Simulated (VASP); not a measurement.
Runs of VASP 6.6.1 on ZnS. The structure is that of space group P6_3mc (No. 186), or close to it. The cells are those of the table. 

```tsv
task	spin	cell	gap on the mesh (eV)	pressure (GPa)
single point	off	a = 3.757, b = 3.757, c = 6.174 Å, angles 90.0, 90.0, 120.0°, 4 atoms	2.15	-1.0
single point	off	a = 3.738, b = 3.738, c = 6.112 Å, angles 90.0, 90.0, 120.0°, 4 atoms	(a)	0.7
single point	off	a = 3.738, b = 3.738, c = 6.143 Å, angles 90.0, 90.0, 120.0°, 4 atoms	2.23	0.3
single point	off	a = 3.738, b = 3.730, c = 6.143 Å, angles 89.9, 89.7, 119.8°, 4 atoms	2.21	0.3
single point	non-collinear, zero start, SOC	a = 3.738, b = 3.738, c = 6.143 Å, angles 90.0, 90.0, 120.0°, 4 atoms	-	0.3
relaxation of the atoms	off	atoms relaxed from a = 3.738, b = 3.746, c = 6.143 Å, angles 90.1, 90.3, 120.2°, 4 atoms	2.21	0.3
single point	off	a = 3.738, b = 3.738, c = 6.174 Å, angles 90.0, 90.0, 120.0°, 4 atoms	(c)	-0.2
single point	off	a = 3.738, b = 3.746, c = 6.143 Å, angles 90.1, 90.3, 120.2°, 4 atoms	2.21	0.3
single point	off	a = 3.720, b = 3.720, c = 6.112 Å, angles 90.0, 90.0, 120.0°, 4 atoms	(b)	1.6
```

Alike in all rows: level LDA; potentials or basis VASP PAW LDA potentials, release 64 (Zn, S); k mesh 6 × 6 × 4; cutoff (eV) 520; smearing gaussian 0.01 eV.

Task: Estimate the missing entries.

Result: (a) 2.26; (b) 2.30; (c) 2.18.

